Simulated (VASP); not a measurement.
**ZrB: single point with PBE+D4**

Crystal: ZrB.

```xyz
2
Lattice="0.0000 2.4231 2.4231 2.4231 0.0000 2.4231 2.4231 2.4231 0.0000" Properties=species:S:1:pos:R:3 pbc="T T T"
Zr    2.4231    2.4231    2.4231
B     0.0000    0.0000    0.0000
```

| Quantity | Value |
| --- | --- |
| Program | VASP 6.6.1 |
| Task | single point |
| Functional | PBE |
| Dispersion | D4 |
| Potentials or basis | VASP PAW PBE potentials, release 64 (Zr_sv, B) |
| Cutoff | 520 eV |
| k mesh | 10 × 10 × 10 |
| Occupations | methfessel-paxton, width 0.1 eV |
| Spin | no spin polarisation |
| Dipole correction | no |
| Further INCAR settings | ALGO = Normal; EDIFF = 1e-06; NBANDS = 14 |

- Pressure: 2.5 GPa
- Dispersion energy per atom: -0.277 eV

Levels at points of the mesh, in eV from the Fermi level:
| k point | band 5 | band 6 | band 7 | band 8 | band 9 | band 10 | band 11 | band 12 |
| --- | --- | --- | --- | --- | --- | --- | --- | --- |
| (0.00, 0.00, 0.00) | -8.11 | 1.80 | 1.80 | 1.80 | 3.28 | 3.28 | 3.52 | 3.52 |
| (0.50, 0.00, 0.00) | -4.07 | -3.88 | -1.20 | -1.20 | 5.03 | 5.03 | 6.37 | 7.67 |
| (0.50, 0.50, 0.00) | -6.18 | -0.83 | -0.70 | 2.15 | 2.15 | 4.76 | 5.99 | 5.99 |

Wall time 37 s on 1 thread of Intel Xeon 8259CL, with other jobs on the host, peak memory 0.17 GiB.

Caveat: pairwise dispersion overbinds metals, which lowers pressure and volume.
